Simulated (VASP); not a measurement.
A run of VASP 6.6.1 is set up as follows.

The input POSCAR:

```
InGa2P3
1.0
    3.9982324896      0.0000000000      0.0000000000
   -1.9991162448      3.4625709063      0.0000000000
    0.0000000000      0.0000000000      9.8368212955
Ga In P
2 1 3
Direct
    0.0000000000      0.0000000000     -0.0065483194
    0.6666666667      0.3333333333      0.6737729780
    0.3333333333      0.6666666667      0.3349284460
    0.6666666667      0.3333333333      0.9165360143
    0.3333333333      0.6666666667      0.5964242686
    0.0000000000      0.0000000000      0.2348866126
```

The input INCAR.step1:

```
SYSTEM = InGa2P3
PREC = Accurate ; ENCUT = 600
ISMEAR = -1 ; SIGMA = 0.02
LREAL = .False. ; LASPH = .True.
NELM = 80 ; GGA = PE
ALGO = Normal ; EDIFF = 1E-4
LWAVE = .True. ; LCHARG = .False.
```

The input INCAR.step2:

```
SYSTEM = InGa2P3
PREC = Accurate ; ENCUT = 600
EDIFF = 1E-6 ; ISMEAR = -1
SIGMA = 0.02 ; LREAL = .False.
LASPH = .True. ; NELM = 80
ALGO = Normal ; ISIF = 3
LWAVE = .False. ; LCHARG = .False.
METAGGA = R2SCAN ; LMIXTAU = .True.
IBRION = 2 ; NSW = 80
EDIFFG = -0.005 ; ISTART = 1
```

Contents of KPOINTS:

```
regular mesh
0
Gamma
  6 6 2
  0 0 0
```

Potentials or basis: VASP PAW PBE potentials, release 64 (Ga_d, In_d, P).

The run is started by

```sh
$ cat potpaw_PBE.64/Ga_d/POTCAR potpaw_PBE.64/In_d/POTCAR potpaw_PBE.64/P/POTCAR > POTCAR
$ cp INCAR.step1 INCAR
$ mpirun -np 1 vasp_std > vasp.out
$ cp INCAR.step2 INCAR
$ mpirun -np 1 vasp_std > vasp.out
```

(1) Estimate the band gap on the k mesh.

(2) Estimate the relaxed cell.

Results:

(1) 1.40 eV.

(2) a = 3.959 Å, b = 3.959 Å, c = 9.735 Å, α = 90.00°, β = 90.00°, γ = 120.00°.

Caveat: spin-orbit coupling is left out, which moves the levels of the heavy elements.
